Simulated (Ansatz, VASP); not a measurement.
Si: VASP beside Ansatz

```
Si
1.0
    -0.01511    2.72212    2.72212
     2.72212   -0.01511    2.72212
     2.70701    2.70701    0.00000
Si
2
Cartesian
  0.0000 0.0000 -0.0038
  1.3535 1.3535 1.3649
```

Change from the starting cell: shear_xy strain -1.1%.

Alike in both runs: task single point; functional r2SCAN; k mesh 8 × 8 × 8; no spin polarisation.

|  | VASP | Ansatz |
| --- | --- | --- |
| version | VASP 6.6.1 | Ansatz 0.2.0 |
| potentials or method | VASP PAW PBE potentials, release 64 (Si) | plane waves, PAW |
| plane-wave cutoff (eV) | 520 | 500 |
| occupations | gaussian, width 0.01 eV | fixed |
| valence electrons in the cell | 8 | 8 |

Ansatz gave:

```
gap on the k mesh at the Fermi level (eV)                     : 0.75
pressure (GPa)                                                : 0.0
traceless stress, the component that is largest in VASP (GPa) : 0.90
```

Task: What did VASP give for the same quantities?

Result: gap on the k mesh at the Fermi level (eV): 0.77; pressure (GPa): -0.2; traceless stress, the component that is largest in VASP (GPa): 0.91.

VASP's potentials were made for PBE, not for r2SCAN.
